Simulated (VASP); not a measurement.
# ZnCu (Pm-3m) in VASP: a series of runs, part 2 of 2

VASP 6.6.1. The steps go on from the part before.

### 3 Single point, PBE

This run uses another cell than the first one, of 13.04 Å³/atom.

Input file INCAR:

```
SYSTEM = ZnCu
ALGO = Normal
EDIFF = 1E-6
ENCUT = 520
GGA = PE
ISIF = 2
ISMEAR = -1
LASPH = .True.
LCHARG = .False.
LREAL = .False.
LWAVE = .False.
NBANDS = 18
NELM = 100
PREC = Accurate
SIGMA = 0.05
```

Input file KPOINTS:

```
k-points
0
Gamma
  9 9 9
  0 0 0
```

Input file POSCAR:

```
ZnCu
1.0
    2.9657339249      0.0000000000      0.0000000000
    0.0000000000      2.9657339249      0.0000000000
    0.0000000000      0.0000000000      2.9657339249
Zn Cu
1 1
Direct
    0.5000000000      0.5000000000      0.5000000000
    0.0000000000      0.0000000000      0.0000000000
```

Potentials or basis: VASP PAW PBE potentials, release 64 (Zn, Cu).

On the command line:

```sh
$ cat potpaw_PBE.64/Zn/POTCAR potpaw_PBE.64/Cu/POTCAR > POTCAR
$ mpirun -np 1 vasp_std > vasp.out
```

OUTCAR:

```text
SYSTEM = ZnCu
   EDIFF = 1E-6
   ENCUT = 520
   GGA = PE
   ISIF = 2
   ISMEAR = -1
   LASPH = .True.
   LREAL = .False.
   NELM = 100
   PREC = Accurate

 ion  position               nearest neighbor table
   1  0.500  0.500  0.500-   2 2.57   2 2.57   2 2.57   2 2.57   2 2.57   2 2.57   2 2.57   2 2.57

   2  0.000  0.000  0.000-   1 2.57   1 2.57   1 2.57   1 2.57   1 2.57   1 2.57   1 2.57   1 2.57

  LATTYP: Found a simple cubic cell.
 ALAT       =     2.9657339249

  Lattice vectors:

 A1 = (   2.9657339249,   0.0000000000,   0.0000000000)
 A2 = (   0.0000000000,   2.9657339249,   0.0000000000)
 A3 = (   0.0000000000,   0.0000000000,   2.9657339249)

Analysis of symmetry for initial positions (statically):
=====================================================================
 Subroutine PRICEL returns:
 Original cell was already a primitive cell.

 Routine SETGRP: Setting up the symmetry group for a
 simple cubic supercell.

 Subroutine GETGRP returns: Found 48 space group operations
 (whereof 48 operations were pure point group operations)
 out of a pool of 48 trial point group operations.

The static configuration has the point symmetry O_h .

Analysis of symmetry for dynamics (positions and initial velocities):
=====================================================================
 Subroutine PRICEL returns:
 Original cell was already a primitive cell.

 Routine SETGRP: Setting up the symmetry group for a
 simple cubic supercell.

 Subroutine GETGRP returns: Found 48 space group operations
 (whereof 48 operations were pure point group operations)
 out of a pool of 48 trial point group operations.

The dynamic configuration has the point symmetry O_h .

 Subroutine INISYM returns: Found 48 space group operations
 (whereof 48 operations are pure point group operations),
 and found     1 'primitive' translations

----------------------------------------------------------------------------------------

                                     Primitive cell

  volume of cell :      26.0853

  direct lattice vectors                    reciprocal lattice vectors
     2.965733925  0.000000000  0.000000000     0.337184665  0.000000000  0.000000000
     0.000000000  2.965733925  0.000000000     0.000000000  0.337184665  0.000000000
     0.000000000  0.000000000  2.965733925     0.000000000  0.000000000  0.337184665

  length of vectors
     2.965733925  2.965733925  2.965733925     0.337184665  0.337184665  0.337184665

  position of ions in fractional coordinates (direct lattice)
     0.500000000  0.500000000  0.500000000
     0.000000000  0.000000000  0.000000000

  ion indices of the primitive-cell ions
   primitive index   ion index
                 1           1
                 2           2

----------------------------------------------------------------------------------------

 KPOINTS: k-points

Automatic generation of k-mesh.
 Grid dimensions read from file:
 generate k-points for:    9    9    9

 Generating k-lattice:

  Cartesian coordinates                     Fractional coordinates (reciprocal lattice)
     0.037464963  0.000000000  0.000000000     0.111111111  0.000000000  0.000000000
     0.000000000  0.037464963  0.000000000     0.000000000  0.111111111  0.000000000
     0.000000000  0.000000000  0.037464963     0.000000000  0.000000000  0.111111111

  Length of vectors
     0.037464963  0.037464963  0.037464963

  Shift w.r.t. Gamma in fractional coordinates (k-lattice)
     0.000000000  0.000000000  0.000000000

 Subroutine IBZKPT returns following result:
 ===========================================

 Found     35 irreducible k-points:

 Following reciprocal coordinates:
            Coordinates               Weight
  0.000000  0.000000  0.000000      1.000000
  0.111111  0.000000  0.000000      6.000000
  0.222222  0.000000  0.000000      6.000000
  0.333333  0.000000  0.000000      6.000000
  0.444444  0.000000  0.000000      6.000000
  0.111111  0.111111  0.000000     12.000000
[... 16 lines left out ...]
  0.333333  0.333333  0.111111     24.000000
  0.444444  0.333333  0.111111     48.000000
 [... further k-points ...]
   k-points           NKPTS =     35   k-points in BZ     NKDIM =     35   number of bands    NBANDS=     18
   number of dos      NEDOS =    301   number of ions     NIONS =      2
   total plane-waves  NPLWV =  13824
   dimension x,y,z NGX =    24 NGY =   24 NGZ =   24
   dimension x,y,z NGXF=    48 NGYF=   48 NGZF=   48
   ions per type =               1   1
   NGX,Y,Z   is equivalent  to a cutoff of  13.45, 13.45, 13.45 a.u.
   NGXF,Y,Z  is equivalent  to a cutoff of  26.91, 26.91, 26.91 a.u.
 SYSTEM =  ZnCu
   PREC   = accura    normal or accurate (medium, high low for compatibility)
   ISTART =      0    job   : 0-new  1-cont  2-samecut
   ICHARG =      2    charge: 1-file 2-atom 10-const
   ISPIN  =      1    spin polarized calculation?
   LNONCOLLINEAR =      F non collinear calculations
   LSORBIT =      F    spin-orbit coupling
   LASPH  =      T    aspherical Exc in radial PAW
   ENCUT  =  520.0 eV  38.22 Ry    6.18 a.u.   5.51  5.51  5.51*2*pi/ulx,y,z
   NELM   =    100;   NELMIN=  2; NELMDL= -5     # of ELM steps
   EDIFF  = 0.1E-05   stopping-criterion for ELM
   LREAL  =      F    real-space projection
   EDIFFG = 0.1E-04   stopping-criterion for IOM
   NSW    =      0    number of steps for IOM
   IBRION =     -1    ionic relax: 0-MD 1-quasi-New 2-CG
   NFREE  =      0    steps in history (QN), initial steepest desc. (CG)
   ISIF   =      2    stress and relaxation
   ISYM   =      2    0-nonsym 1-usesym 2-fastsym
   POTIM  = 0.5000    time-step for ionic-motion
   TEBEG  =    0.0;   TEEND  =   0.0 temperature during run
   PSTRESS=    0.0 pullay stress
   NELECT =      23.0000    total number of electrons
   NUPDOWN=      -1.0000    fix difference up-down
   EMIN   =  10.00;   EMAX   =-10.00  energy-range for DOS
   EFERMI =   0.00;   METHOD = LEGACY
   ISMEAR =    -1;   SIGMA  =   0.05  broadening in eV -4-tet -1-fermi 0-gaus
   EFERMI_NEDOS =   21; number of points for ismear=-14 and -15
   IALGO  =     38    algorithm
   IMIX   =      4    mixing-type and parameters
     AMIX     =   0.40;   BMIX     =  1.00
     AMIX_MAG =   1.60;   BMIX_MAG =  1.00
  volume/ion in A,a.u.               =      13.04        88.02
  Fermi-wavevector in a.u.,A,eV,Ry     =   1.569827  2.966544 33.529630  2.464358
  Thomas-Fermi vector in A             =   2.671652
   LORBIT       =      0    0 simple, 1 ext, 2 COOP (PROOUT), +10 PAW based schemes
   GGA     = PE    functional components
   LHFCALC =     F    Hartree Fock is set to
   AEXX    =    0.0000 exact exchange contribution
   IVDW    =     0    specifies the selected vdW correction
   LEPSILON=     F    determine dielectric tensor
   LRPA    =     F    only Hartree local field effects (RPA)
 non-spin polarized calculation
  energy-cutoff  :      520.00
  volume of cell :       26.09
 maximum number of plane-waves:       739
 NGX is ok and might be reduce to    24
   NGX = 11   NGY = 11   NGZ = 11

 number of electron      23.0000022 magnetization

 Free energy of the ion-electron system (eV)
  ---------------------------------------------------
  ext. energy  EPLUGINS =         0.00000000
  ---------------------------------------------------
  free energy    TOTEN  =        -5.00250298 eV

  energy without entropy =       -4.99805519  energy(sigma->0) =       -5.00027908

 E-fermi :   5.4086     XC(G=0): -12.2839

 val. band max:        5.3542278102   @ k =   0.3333   0.3333   0.0000
 cond. band min:       5.5361239548   @ k =   0.3333   0.2222   0.1111
 fundamental gap:      0.1818961446
 Fermi energy:         5.4086444673

 k-point     1 :       0.0000    0.0000    0.0000
  band No.  band energies     occupation
      1      -4.8331      2.00000
      2      -2.4364      2.00000
      3      -2.4364      2.00000
      4      -1.7751      2.00000
      5      -1.7751      2.00000
      6      -1.7751      2.00000
[... 10 lines left out ...]
     17      17.2902      0.00000
     18      28.5731      0.00000

 k-point     2 :       0.1111    0.0000    0.0000
  band No.  band energies     occupation
      1      -4.6136      2.00000
      2      -2.4127      2.00000
      3      -2.3904      2.00000
      4      -1.7938      2.00000
      5      -1.7938      2.00000
      6      -1.7662      2.00000
[... 10 lines left out ...]
     17      19.0293      0.00000
     18      26.5693      0.00000
[... 442 lines left out ...]
 k-point    24 :       0.4444    0.3333    0.1111
  band No.  band energies     occupation
      1      -2.4861      2.00000
      2      -2.2206      2.00000
      3      -2.0388      2.00000
      4      -1.9836      2.00000
      5      -1.6923      2.00000
      6       0.3431      2.00000
[... 10 lines left out ...]
     17      20.4298      0.00000
     18      21.5403      0.00000

 [... further k-points ...]
[... 5 lines left out ...]
  --------------------------------------------------------------------------------------
  -------------------------------------------------------------------------------------
  Total        0.0844170      0.0844170      0.0844170      0.0000000      0.0000000     -0.0000000
  in kB        5.1849422      5.1849422      5.1849422      0.0000000      0.0000000     -0.0000000
  external PRESSURE =       5.1849422 kB  Pullay stress =       0.0000000 kB

 VOLUME and BASIS-vectors are now :
 -----------------------------------------------------------------------------
  energy-cutoff  :      520.00
  volume of cell :       26.09
      direct lattice vectors                 reciprocal lattice vectors
     2.965733925  0.000000000  0.000000000     0.337184665  0.000000000  0.000000000
     0.000000000  2.965733925  0.000000000     0.000000000  0.337184665  0.000000000
     0.000000000  0.000000000  2.965733925     0.000000000  0.000000000  0.337184665

 POSITION                                       TOTAL-FORCE (eV/Angst)
 -----------------------------------------------------------------------------------
      1.48287      1.48287      1.48287         0.000000      0.000000      0.000000
      0.00000      0.00000      0.00000         0.000000      0.000000      0.000000
 -----------------------------------------------------------------------------------
    total drift:                                0.000000      0.000000     -0.000000

  FREE ENERGIE OF THE ION-ELECTRON SYSTEM (eV)
  ---------------------------------------------------
  free  energy   TOTEN  =        -5.0025029841 eV

  energy  without entropy=       -4.9980551854  energy(sigma->0) =       -5.00027908
```

OSZICAR:

```text
N       E                     dE             d eps       ncg     rms          rms(c)
DAV:   1     0.119211938044E+03    0.11921E+03   -0.11357E+04  1302   0.211E+03
DAV:   2    -0.104234937803E+01   -0.12025E+03   -0.11564E+03  1264   0.305E+02
DAV:   3    -0.602062825866E+01   -0.49783E+01   -0.49395E+01  1406   0.768E+01
DAV:   4    -0.606533810962E+01   -0.44710E-01   -0.44693E-01  1430   0.685E+00
DAV:   5    -0.606600436391E+01   -0.66625E-03   -0.66624E-03  1456   0.834E-01    0.937E+00
DAV:   6    -0.596621045031E+01    0.99794E-01   -0.14581E+01  1350   0.903E+01    0.613E+00
DAV:   7    -0.501207832357E+01    0.95413E+00   -0.31810E+00  1352   0.859E+01    0.215E+00
DAV:   8    -0.501094403635E+01    0.11343E-02   -0.13509E-01  1748   0.491E+00    0.119E+00
DAV:   9    -0.500251244561E+01    0.84316E-02   -0.11987E-02  1374   0.241E+00    0.556E-02
DAV:  10    -0.500251464717E+01   -0.22016E-05   -0.73876E-04  1920   0.545E-01    0.490E-02
DAV:  11    -0.500250484875E+01    0.97984E-05   -0.10514E-04  1456   0.289E-01    0.927E-03
DAV:  12    -0.500250323015E+01    0.16186E-05   -0.87834E-06  1516   0.635E-02    0.837E-04
DAV:  13    -0.500250298414E+01    0.24601E-06   -0.26213E-07   686   0.611E-03
   1 F= -.50025030E+01 E0= -.50002791E+01  d E =-.444780E-02
```

It took 9.5 s on 1 thread of Intel Xeon Platinum 8259CL at 2.50GHz (Skylake/Cascade Lake), shared host; peak memory 0.15 GiB.

Results:

```
Free energy            : -5.0025 eV
Pressure               : 0.5 GPa
Band gap on the k mesh : zero (an odd number of electrons rules out a gap without spin polarisation)
```

Levels at points of the mesh, in eV from the Fermi level:
| k point | band 9 | band 10 | band 11 | band 12 | band 13 | band 14 |
| --- | --- | --- | --- | --- | --- | --- |
| (0.00, 0.00, 0.00) | -2.76 | -2.76 | -2.76 | 6.09 | 6.09 | 6.09 |

### 4 Relaxation of cell and atoms, PBE, target pressure 2 GPa, at which the enthalpy is minimised

This run uses another cell than the first one, of 12.77 Å³/atom.

Input file INCAR:

```
SYSTEM = ZnCu
ALGO = Normal ; EDIFF = 1E-6
EDIFFG = -0.01 ; ENCUT = 600
GGA = PE ; IBRION = 2
ISIF = 3 ; ISMEAR = -1
LASPH = .TRUE. ; LCHARG = .FALSE.
LREAL = .FALSE. ; LWAVE = .FALSE.
NELM = 100 ; NSW = 60
PREC = Accurate ; PSTRESS = 20.0
SIGMA = 0.05
```

Input file KPOINTS:

```
k-points
0
G
  9 9 9
  0 0 0
```

Input file POSCAR:

```
ZnCu
1.0
    2.9450000000      0.0000000000      0.0000000000
    0.0000000000      2.9450000000      0.0000000000
    0.0000000000      0.0000000000      2.9450000000
Zn Cu
1 1
Direct
    0.5000000000      0.5000000000      0.5000000000
    0.0000000000      0.0000000000      0.0000000000
```

On the command line:

```sh
$ cat potpaw_PBE.64/Zn/POTCAR potpaw_PBE.64/Cu/POTCAR > POTCAR
$ mpirun -np 1 vasp_std > vasp.out
```

Run time: 20 s. Hardware: 1 thread of Intel Xeon Platinum 8259CL at 2.50GHz (Skylake/Cascade Lake), shared host; peak memory 0.15 GiB.

The run converged. Its results:

| Quantity | Value |
| --- | --- |
| Free energy | -4.9996 eV |
| Relaxed volume | 12.88 Å³/atom |
| Relaxed cell | a = 2.953 Å, b = 2.953 Å, c = 2.953 Å, α = 90.00°, β = 90.00°, γ = 90.00° |
| Space group after relaxing (to 0.1 Å) | Pm-3m (No. 221) |
| Energy change on relaxing (the run minimises the enthalpy) | -1.8 meV/atom |
| Ionic steps | 3 |
| Pressure after relaxing | 2.0 GPa |
| Band gap on the k mesh | zero (an odd number of electrons rules out a gap without spin polarisation) |

Step by step:
| step | energy change (eV) | largest force (eV/Å) | pressure (GPa) | volume (Å³) |
| --- | --- | --- | --- | --- |
| 1 | 0.0000 | 0.0000 | 3.16 | 25.54 |
| 2 | -0.0049 | 0.0000 | 1.49 | 25.89 |
| 3 | -0.0035 | 0.0000 | 1.96 | 25.76 |

Final structure:
```
Zn Cu
1.0
     2.95344    0.00000    0.00000
     0.00000    2.95344    0.00000
     0.00000    0.00000    2.95344
Zn Cu
1 1
Direct
  0.50000 0.50000 0.50000
  0.00000 0.00000 0.00000
```

Levels at points of the mesh, in eV from the Fermi level:
```csv
k point,band 8,band 9,band 10,band 11,band 12,band 13,band 14,band 15
"(0.00, 0.00, 0.00)",-3.62,-2.79,-2.79,-2.79,6.13,6.13,6.13,11.14
```

Caveat: the cell is relaxed towards a set pressure, so the run minimises the enthalpy, not the energy. Zero-point motion and thermal expansion aren't in these numbers.

### 5 Relaxation of cell and atoms, PBE, target pressure 5 GPa, at which the enthalpy is minimised

This run uses another cell than the first one, of 12.77 Å³/atom.

Input file INCAR:

```
SYSTEM = ZnCu
PREC = Accurate ; ENCUT = 600
EDIFF = 1E-7 ; ISMEAR = -1
SIGMA = 0.05 ; LREAL = .FALSE.
LASPH = .TRUE. ; NELM = 80
ALGO = Fast ; ISIF = 3
LWAVE = .FALSE. ; LCHARG = .FALSE.
GGA = PE ; IBRION = 2
NSW = 60 ; EDIFFG = -0.01
PSTRESS = 50.0
```

Input file KPOINTS:

```
Automatic mesh
0
G
  9 9 9
  0 0 0
```

POSCAR is that of step 4.

On the command line:

```sh
$ cat potpaw_PBE.64/Zn/POTCAR potpaw_PBE.64/Cu/POTCAR > POTCAR
$ mpirun -np 1 vasp_std > vasp.out
```

Run time: 29 s. Hardware: 1 thread of Intel Xeon Platinum 8259CL at 2.50GHz (Skylake/Cascade Lake), shared host; peak memory 0.15 GiB.

It converged, with:

* Free energy: -4.9864 eV
* Relaxed volume: 12.58 Å³/atom
* Relaxed cell: a = 2.930 Å, b = 2.930 Å, c = 2.930 Å, α = 90.00°, β = 90.00°, γ = 90.00°
* Space group after relaxing (to 0.1 Å): Pm-3m (No. 221)
* Energy change on relaxing (the run minimises the enthalpy): +4.8 meV/atom
* Ionic steps: 3
* Pressure after relaxing: 5.1 GPa
* Band gap on the k mesh: zero (an odd number of electrons rules out a gap without spin polarisation)

Step by step:
```tsv
step	energy change (eV)	largest force (eV/Å)	pressure (GPa)	volume (Å³)
1	0.0000	0.0000	3.54	25.54
2	0.0112	0.0000	5.37	25.12
3	0.0096	0.0000	5.06	25.16
```

Final structure:
```cif
data_structure
_symmetry_space_group_name_H-M 'P 1'
_symmetry_Int_Tables_number 1
_cell_length_a 2.9304
_cell_length_b 2.9304
_cell_length_c 2.9304
_cell_angle_alpha 90.000
_cell_angle_beta 90.000
_cell_angle_gamma 90.000
_cell_volume 25.16
loop_
_atom_site_label
_atom_site_type_symbol
_atom_site_fract_x
_atom_site_fract_y
_atom_site_fract_z
_atom_site_occupancy
Zn1 Zn 0.50000 0.50000 0.50000 1
Cu1 Cu 0.00000 0.00000 0.00000 1
```

Levels at points of the mesh, in eV from the Fermi level:
```
           k point  band 9  band 10  band 11  band 12  band 13  band 14
(0.00, 0.00, 0.00)   -2.83    -2.83    -2.83     6.22     6.22     6.22
```

Caveat: the cell is relaxed towards a set pressure, so the run minimises the enthalpy, not the energy.

### 6 Relaxation of cell and atoms, PBE, target pressure 10 GPa, at which the enthalpy is minimised

This run uses another cell than the first one, of 12.77 Å³/atom.

Input file INCAR:

```
SYSTEM = ZnCu
PREC = Accurate
ENCUT = 600
EDIFF = 1E-6
ISMEAR = -1
SIGMA = 0.05
LREAL = .FALSE.
LASPH = .TRUE.
NELM = 80
ALGO = Fast
ISIF = 3
LWAVE = .FALSE.
LCHARG = .FALSE.
GGA = PE
IBRION = 2
NSW = 60
EDIFFG = -0.01
PSTRESS = 100.0
```

Input file KPOINTS:

```
regular mesh
0
G
  9 9 9
  0 0 0
```

POSCAR is that of step 5.

Potentials or basis: VASP PAW PBE potentials, release 64 (Zn, Cu).

On the command line:

```sh
$ cat potpaw_PBE.64/Zn/POTCAR potpaw_PBE.64/Cu/POTCAR > POTCAR
$ mpirun -np 1 vasp_std > vasp.out
```

It took 33 s on 1 thread of Intel Xeon Platinum 8259CL at 2.50GHz (Skylake/Cascade Lake), shared host; peak memory 0.15 GiB.

Results (log left out):

| Property | Result |
| --- | --- |
| Free energy | -4.9476 eV |
| Relaxed volume | 12.17 Å³/atom |
| Relaxed cell | a = 2.898 Å, b = 2.898 Å, c = 2.898 Å, α = 90.00°, β = 90.00°, γ = 90.00° |
| Space group after relaxing (to 0.1 Å) | Pm-3m (No. 221) |
| Energy change on relaxing (the run minimises the enthalpy) | +24.2 meV/atom |
| Ionic steps | 3 |
| Pressure after relaxing | 10.0 GPa |
| Band gap on the k mesh | zero (an odd number of electrons rules out a gap without spin polarisation) |

Step by step:
| step | energy change (eV) | largest force (eV/Å) | pressure (GPa) | volume (Å³) |
| --- | --- | --- | --- | --- |
| 1 | 0.0000 | 0.0000 | 3.28 | 25.54 |
| 2 | 0.1048 | 0.0000 | 15.32 | 23.61 |
| 3 | 0.0485 | 0.0000 | 9.99 | 24.33 |

Final structure:
```
Zn Cu
1.0
     2.89771    0.00000    0.00000
     0.00000    2.89771    0.00000
     0.00000    0.00000    2.89771
Zn Cu
1 1
Direct
  0.50000 0.50000 0.50000
  0.00000 0.00000 0.00000
```

Levels at points of the mesh, in eV from the Fermi level:
```csv
k point,band 8,band 9,band 10,band 11,band 12,band 13,band 14,band 15
"(0.00, 0.00, 0.00)",-3.79,-2.89,-2.89,-2.89,6.34,6.34,6.34,11.50
```

Caveat: the cell is relaxed towards a set pressure, so the run minimises the enthalpy, not the energy.

### 7 Summary

```csv
task,cell,cutoff (eV),gap on the mesh (eV),pressure (GPa)
single point,"a = 2.927 Å, 2 atoms",520,none,5.5
single point,"a = 2.966 Å, 2 atoms",520,none,0.5
relaxation of cell and atoms,"relaxed to 2 GPa from a = 2.945 Å, 2 atoms",600,none,2.0
relaxation of cell and atoms,"relaxed to 5 GPa from a = 2.945 Å, 2 atoms",600,none,5.1
relaxation of cell and atoms,"relaxed to 10 GPa from a = 2.945 Å, 2 atoms",600,none,10.0
```

Alike in all rows: level PBE; potentials or basis VASP PAW PBE potentials, release 64 (Zn, Cu); no spin polarisation; k mesh 9 × 9 × 9; smearing fermi-dirac 0.05 eV.

Caveats: the cell is relaxed towards a set pressure, so the run minimises the enthalpy, not the energy (at least some runs); the cell stands under pressure (at least some runs).

Total energies depend on the potentials used, so only differences within one code and one set of settings carry meaning.

The gap in the log of VASP goes by the Fermi energy; the results here count the filled bands.